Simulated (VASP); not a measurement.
# CO2 (Pa-3) in VASP: relaxation of cell and atoms with PBEsol

Aim: the relaxation of cell and atoms of CO2 with PBEsol.

Program: VASP 6.6.1. These are calculated values, not measurements. Logs are shortened: lines on timing, memory, paths and dates and some standing lists are left out, and cuts for length are marked.

## 1. The cell of the first run

The structure is cubic, space group Pa-3 (No. 205). The conventional cell has a = 5.235 Å, b = 5.235 Å, c = 5.235 Å, α = 90.00°, β = 90.00°, γ = 90.00°. Within 1.6 Å of C (site symmetry -3) lie 2 O at 1.16 Å. Within 1.6 Å of O (site symmetry 3) lie 1 C at 1.16 Å.

## 2. Relaxation of cell and atoms, PBEsol, target pressure 3.45 GPa, at which the enthalpy is minimised

INCAR reads:

```
PREC     = Accurate       # precision mode
ENCUT    = 600            # plane-wave cutoff, eV
EDIFF    = 1E-6           # SCF threshold, eV
ISMEAR   = 0              # smearing method
SIGMA    = 0.01           # smearing width, eV
LREAL    = F              # projectors in reciprocal space
LASPH    = T              # aspherical terms in the spheres
NELM     = 60             # most SCF steps
ALGO     = Normal         # electronic algorithm
ISIF     = 3              # what is computed and relaxed
LWAVE    = F              # write WAVECAR
LCHARG   = F              # write CHGCAR
GGA      = PS             # functional
IBRION   = 2              # ionic algorithm
NSW      = 80             # ionic steps
EDIFFG   = -0.002         # ionic threshold
PSTRESS  = 34.5
```

KPOINTS reads:

```
regular mesh
0
Gamma
  6 6 6
```

POSCAR reads:

```
CO2
1.0
    5.2353884503      0.0000000000      0.0000000000
    0.0000000000      5.2353884503      0.0000000000
    0.0000000000      0.0000000000      5.2353884503
C O
4 8
Direct
    0.0000000000      0.0000000000      0.0000000000
    0.5000000000      0.0000000000      0.5000000000
    0.5000000000      0.5000000000      0.0000000000
    0.0000000000      0.5000000000      0.5000000000
    0.1284144826      0.1284144826      0.1284144826
    0.3715855174      0.8715855174      0.6284144826
    0.6284144826      0.3715855174      0.8715855174
    0.8715855174      0.6284144826      0.3715855174
    0.8715855174      0.8715855174      0.8715855174
    0.6284144826      0.1284144826      0.3715855174
    0.3715855174      0.6284144826      0.1284144826
    0.1284144826      0.3715855174      0.6284144826
```

Potentials or basis: VASP PAW PBE potentials, release 64 (C, O).

Started as:

```bash
$ cat potpaw_PBE.64/C/POTCAR potpaw_PBE.64/O/POTCAR > POTCAR
$ mpirun -np 1 vasp_std > vasp.out
```

OUTCAR:

```text
PREC = Accurate
   ENCUT = 600
   EDIFF = 1E-6
   ISMEAR = 0
   LREAL = F
   LASPH = T
   NELM = 60
   ISIF = 3
   GGA = PS
   IBRION = 2
   NSW = 80
   EDIFFG = -0.002
   PSTRESS = 34.5

 ion  position               nearest neighbor table
   1  0.000  0.000  0.000-   5 1.16   9 1.16
   2  0.500  0.000  0.500-   6 1.16  10 1.16
   3  0.500  0.500  0.000-   7 1.16  11 1.16
   4  0.000  0.500  0.500-   8 1.16  12 1.16
   5  0.128  0.128  0.128-   1 1.16
   6  0.372  0.872  0.628-   2 1.16
   7  0.628  0.372  0.872-   3 1.16
   8  0.872  0.628  0.372-   4 1.16
   9  0.872  0.872  0.872-   1 1.16
  10  0.628  0.128  0.372-   2 1.16
  11  0.372  0.628  0.128-   3 1.16
  12  0.128  0.372  0.628-   4 1.16

  LATTYP: Found a simple cubic cell.
 ALAT       =     5.2353884503

  Lattice vectors:

 A1 = (   5.2353884503,   0.0000000000,   0.0000000000)
 A2 = (   0.0000000000,   5.2353884503,   0.0000000000)
 A3 = (   0.0000000000,   0.0000000000,   5.2353884503)

Analysis of symmetry for initial positions (statically):
=====================================================================
 Subroutine PRICEL returns:
 Original cell was already a primitive cell.

 Routine SETGRP: Setting up the symmetry group for a
 simple cubic supercell.

 Subroutine GETGRP returns: Found 24 space group operations
 (whereof  6 operations were pure point group operations)
 out of a pool of 48 trial point group operations.

The static configuration has the point symmetry S_6 .
 The point group associated with its full space group is T_h .

Analysis of symmetry for dynamics (positions and initial velocities):
=====================================================================
 Subroutine PRICEL returns:
 Original cell was already a primitive cell.

 Routine SETGRP: Setting up the symmetry group for a
 simple cubic supercell.

 Subroutine GETGRP returns: Found 24 space group operations
 (whereof  6 operations were pure point group operations)
 out of a pool of 48 trial point group operations.

The dynamic configuration has the point symmetry S_6 .
 The point group associated with its full space group is T_h .

 Subroutine INISYM returns: Found 24 space group operations
 (whereof  6 operations are pure point group operations),
 and found     1 'primitive' translations

----------------------------------------------------------------------------------------

                                     Primitive cell

  volume of cell :     143.4983

  direct lattice vectors                    reciprocal lattice vectors
     5.235388450  0.000000000  0.000000000     0.191007794  0.000000000  0.000000000
     0.000000000  5.235388450  0.000000000     0.000000000  0.191007794  0.000000000
     0.000000000  0.000000000  5.235388450     0.000000000  0.000000000  0.191007794

  length of vectors
     5.235388450  5.235388450  5.235388450     0.191007794  0.191007794  0.191007794

  position of ions in fractional coordinates (direct lattice)
     0.000000000  0.000000000  0.000000000
     0.500000000  0.000000000  0.500000000
     0.500000000  0.500000000  0.000000000
     0.000000000  0.500000000  0.500000000
     0.128414483  0.128414483  0.128414483
     0.371585517  0.871585517  0.628414483
     0.628414483  0.371585517  0.871585517
     0.871585517  0.628414483  0.371585517
     0.871585517  0.871585517  0.871585517
     0.628414483  0.128414483  0.371585517
     0.371585517  0.628414483  0.128414483
     0.128414483  0.371585517  0.628414483

  ion indices of the primitive-cell ions
   primitive index   ion index
                 1           1
                 2           2
                 3           3
                 4           4
                 5           5
                 6           6
                 7           7
                 8           8
                 9           9
                10          10
                11          11
                12          12

----------------------------------------------------------------------------------------

 KPOINTS: regular mesh

Automatic generation of k-mesh.
 Grid dimensions read from file:
 generate k-points for:    6    6    6

 Generating k-lattice:

  Cartesian coordinates                     Fractional coordinates (reciprocal lattice)
     0.031834632  0.000000000  0.000000000     0.166666667  0.000000000  0.000000000
     0.000000000  0.031834632  0.000000000     0.000000000  0.166666667  0.000000000
     0.000000000  0.000000000  0.031834632     0.000000000  0.000000000  0.166666667

  Length of vectors
     0.031834632  0.031834632  0.031834632

  Shift w.r.t. Gamma in fractional coordinates (k-lattice)
     0.000000000  0.000000000  0.000000000

 Subroutine IBZKPT returns following result:
 ===========================================

 Found     24 irreducible k-points:

 Following reciprocal coordinates:
            Coordinates               Weight
  0.000000  0.000000  0.000000      1.000000
  0.166667  0.000000  0.000000      6.000000
  0.333333  0.000000  0.000000      6.000000
  0.500000  0.000000  0.000000      3.000000
  0.166667  0.166667  0.000000     12.000000
  0.333333  0.166667  0.000000     12.000000
[... 16 lines left out ...]
  0.500000  0.500000  0.333333      6.000000
  0.500000  0.500000  0.500000      1.000000
   k-points           NKPTS =     24   k-points in BZ     NKDIM =     24   number of bands    NBANDS=     39
   number of dos      NEDOS =    301   number of ions     NIONS =     12
   total plane-waves  NPLWV =  74088
   dimension x,y,z NGX =    42 NGY =   42 NGZ =   42
   dimension x,y,z NGXF=    84 NGYF=   84 NGZF=   84
   ions per type =               4   8
   NGX,Y,Z   is equivalent  to a cutoff of  13.34, 13.34, 13.34 a.u.
   NGXF,Y,Z  is equivalent  to a cutoff of  26.67, 26.67, 26.67 a.u.
 SYSTEM =  unknown system
   PREC   = accura    normal or accurate (medium, high low for compatibility)
   ISTART =      0    job   : 0-new  1-cont  2-samecut
   ICHARG =      2    charge: 1-file 2-atom 10-const
   ISPIN  =      1    spin polarized calculation?
   LNONCOLLINEAR =      F non collinear calculations
   LSORBIT =      F    spin-orbit coupling
   LASPH  =      T    aspherical Exc in radial PAW
   ENCUT  =  600.0 eV  44.10 Ry    6.64 a.u.  10.46 10.46 10.46*2*pi/ulx,y,z
   NELM   =     60;   NELMIN=  2; NELMDL= -5     # of ELM steps
   EDIFF  = 0.1E-05   stopping-criterion for ELM
   LREAL  =      F    real-space projection
   EDIFFG = -.2E-02   stopping-criterion for IOM
   NSW    =     80    number of steps for IOM
   IBRION =      2    ionic relax: 0-MD 1-quasi-New 2-CG
   NFREE  =      1    steps in history (QN), initial steepest desc. (CG)
   ISIF   =      3    stress and relaxation
   ISYM   =      2    0-nonsym 1-usesym 2-fastsym
   POTIM  = 0.5000    time-step for ionic-motion
   TEBEG  =    0.0;   TEEND  =   0.0 temperature during run
   PSTRESS=   34.5 pullay stress
   NELECT =      64.0000    total number of electrons
   NUPDOWN=      -1.0000    fix difference up-down
   EMIN   =  10.00;   EMAX   =-10.00  energy-range for DOS
   EFERMI =   0.00;   METHOD = LEGACY
   ISMEAR =     0;   SIGMA  =   0.01  broadening in eV -4-tet -1-fermi 0-gaus
   EFERMI_NEDOS =   21; number of points for ismear=-14 and -15
   IALGO  =     38    algorithm
   IMIX   =      4    mixing-type and parameters
     AMIX     =   0.40;   BMIX     =  1.00
     AMIX_MAG =   1.60;   BMIX_MAG =  1.00
  volume/ion in A,a.u.               =      11.96        80.70
  Fermi-wavevector in a.u.,A,eV,Ry     =   1.250794  2.363659 21.286131  1.564487
  Thomas-Fermi vector in A             =   2.384772
   LORBIT       =      0    0 simple, 1 ext, 2 COOP (PROOUT), +10 PAW based schemes
   GGA     = PS    functional components
   LHFCALC =     F    Hartree Fock is set to
   AEXX    =    0.0000 exact exchange contribution
   IVDW    =     0    specifies the selected vdW correction
   LEPSILON=     F    determine dielectric tensor
   LRPA    =     F    only Hartree local field effects (RPA)
 conjugate gradient relaxation of ions
 non-spin polarized calculation
 Gauss-broadening in eV      SIGMA  =   0.01
  energy-cutoff  :      600.00
  volume of cell :      143.50
 maximum number of plane-waves:      4828
 NGX is ok and might be reduce to    42
   NGX = 21   NGY = 21   NGZ = 21

--------------------------------------- Ionic step        1  -------------------------------------------

 number of electron      64.0000001 magnetization

 Free energy of the ion-electron system (eV)
  ---------------------------------------------------
  ext. energy  EPLUGINS =         0.00000000
  ---------------------------------------------------
  free energy    TOTEN  =       -95.01168651 eV

  energy without entropy =      -95.01168651  energy(sigma->0) =      -95.01168651

------------------------ aborting loop because EDIFF is reached ----------------------------------------

  FORCE on cell =-STRESS in cart. coord.  units (eV):
  Direction    XX          YY          ZZ          XY          YZ          ZX
  --------------------------------------------------------------------------------------
  -------------------------------------------------------------------------------------
  Total        4.7542586      4.7542586      4.7542586     -0.0000000      0.0000000      0.0000000
  in kB       53.0819229     53.0819229     53.0819229     -0.0000000      0.0000000      0.0000000
  external PRESSURE =      18.5819229 kB  Pullay stress =      34.5000000 kB
[... 123 lines left out ...]
  FREE ENERGIE OF THE ION-ELECTRON SYSTEM (eV)
  ---------------------------------------------------
  free  energy   TOTEN  =       -95.0374707448 eV

  energy  without entropy=      -95.0374707448  energy(sigma->0) =      -95.03747074

  enthalpy is  TOTEN    =       -91.9382294161 eV   P V=        3.0992413286

[... ionic steps 4 to 7 ...]

--------------------------------------- Ionic step        8  -------------------------------------------

 number of electron      63.9999974 magnetization

------------------------ aborting loop because EDIFF is reached ----------------------------------------

  FORCE on cell =-STRESS in cart. coord.  units (eV):
  Direction    XX          YY          ZZ          XY          YZ          ZX
  --------------------------------------------------------------------------------------
  -------------------------------------------------------------------------------------
  Total        3.1028196      3.1028196      3.1028196     -0.0000000      0.0000000      0.0000000
  in kB       35.2719302     35.2719302     35.2719302     -0.0000000      0.0000000      0.0000000
  external PRESSURE =       0.7719302 kB  Pullay stress =      34.5000000 kB
[... 81 lines left out ...]
  enthalpy is  TOTEN    =       -91.9416344783 eV   P V=        3.0356227293

--------------------------------------- Ionic step       10  -------------------------------------------

 number of electron      63.9999974 magnetization

 Free energy of the ion-electron system (eV)
  ---------------------------------------------------
  ext. energy  EPLUGINS =         0.00000000
  ---------------------------------------------------
  free energy    TOTEN  =       -94.97818096 eV

  energy without entropy =      -94.97818096  energy(sigma->0) =      -94.97818096

 E-fermi :  -2.1104     XC(G=0):  -9.2076

 val. band max:       -2.1516868613   @ k =   0.0000   0.0000   0.0000
 cond. band min:       4.7415866545   @ k =   0.0000   0.0000   0.0000
 fundamental gap:      6.8932735158
 Fermi energy:        -2.1103620743

 k-point     1 :       0.0000    0.0000    0.0000
  band No.  band energies     occupation
      1     -23.0707      2.00000
      2     -22.5901      2.00000
      3     -22.5901      2.00000
      4     -22.5901      2.00000
      5     -21.7565      2.00000
      6     -21.7565      2.00000
[... 1036 lines left out ...]
  FREE ENERGIE OF THE ION-ELECTRON SYSTEM (eV)
  ---------------------------------------------------
  free  energy   TOTEN  =       -94.9781809635 eV

  energy  without entropy=      -94.9781809635  energy(sigma->0) =      -94.97818096

  enthalpy is  TOTEN    =       -91.9432002997 eV   P V=        3.0349806639

 reached required accuracy - stopping structural energy minimisation
```

Run time: 10 min. Hardware: 1 thread of Intel Xeon Platinum 8488C (Sapphire Rapids), shared host; peak memory 0.33 GiB.

Results:

| Item | Value |
| --- | --- |
| Free energy | -94.9782 eV |
| Relaxed volume | 11.75 Å³/atom |
| Relaxed cell | a = 5.204 Å, b = 5.204 Å, c = 5.204 Å, α = 90.00°, β = 90.00°, γ = 90.00° |
| Space group after relaxing (to 0.1 Å) | Pa-3 (No. 205) |
| Energy change on relaxing (the run minimises the enthalpy) | +2.8 meV/atom |
| Ionic steps | 10 |
| Pressure after relaxing | 3.4 GPa |
| Band gap on the k mesh | 6.89 eV |

Step by step:
| step | energy change (eV) | largest force (eV/Å) | pressure (GPa) | volume (Å³) |
| --- | --- | --- | --- | --- |
| 1 | 0.0000 | 0.6985 | 5.31 | 143.50 |
| 2 | 0.4099 | 3.2771 | -8.55 | 146.40 |
| 3 | -0.0258 | 0.0104 | 2.96 | 143.93 |
| 4 | -0.0256 | 0.0277 | 3.02 | 143.92 |
| 5 | -0.0158 | 0.0253 | 3.10 | 143.39 |
| 6 | 0.0151 | 0.0203 | 3.35 | 141.82 |
| 7 | 0.0846 | 0.0136 | 3.94 | 138.71 |
| 8 | 0.0336 | 0.0210 | 3.53 | 140.94 |
| 9 | 0.0344 | 0.2027 | 2.76 | 140.97 |
| 10 | 0.0335 | 0.0003 | 3.44 | 140.94 |

Final structure:
```cif
data_structure
_symmetry_space_group_name_H-M 'P 1'
_symmetry_Int_Tables_number 1
_cell_length_a 5.2041
_cell_length_b 5.2041
_cell_length_c 5.2041
_cell_angle_alpha 90.000
_cell_angle_beta 90.000
_cell_angle_gamma 90.000
_cell_volume 140.94
loop_
_atom_site_label
_atom_site_type_symbol
_atom_site_fract_x
_atom_site_fract_y
_atom_site_fract_z
_atom_site_occupancy
C1 C 0.00000 0.00000 0.00000 1
C2 C 0.50000 0.00000 0.50000 1
C3 C 0.50000 0.50000 0.00000 1
C4 C 0.00000 0.50000 0.50000 1
O1 O 0.12987 0.12987 0.12987 1
O2 O 0.37013 0.87013 0.62987 1
O3 O 0.62987 0.37013 0.87013 1
O4 O 0.87013 0.62987 0.37013 1
O5 O 0.87013 0.87013 0.87013 1
O6 O 0.62987 0.12987 0.37013 1
O7 O 0.37013 0.62987 0.12987 1
O8 O 0.12987 0.37013 0.62987 1
```

Caveat: the cell is relaxed towards a set pressure, so the run minimises the enthalpy, not the energy; this functional lacks dispersion, which holds the molecules together, so the pressure and a relaxed volume are unreliable; the PAW data sets were made with another functional, which shifts forces and pressure a little. A k mesh can miss the band edges.
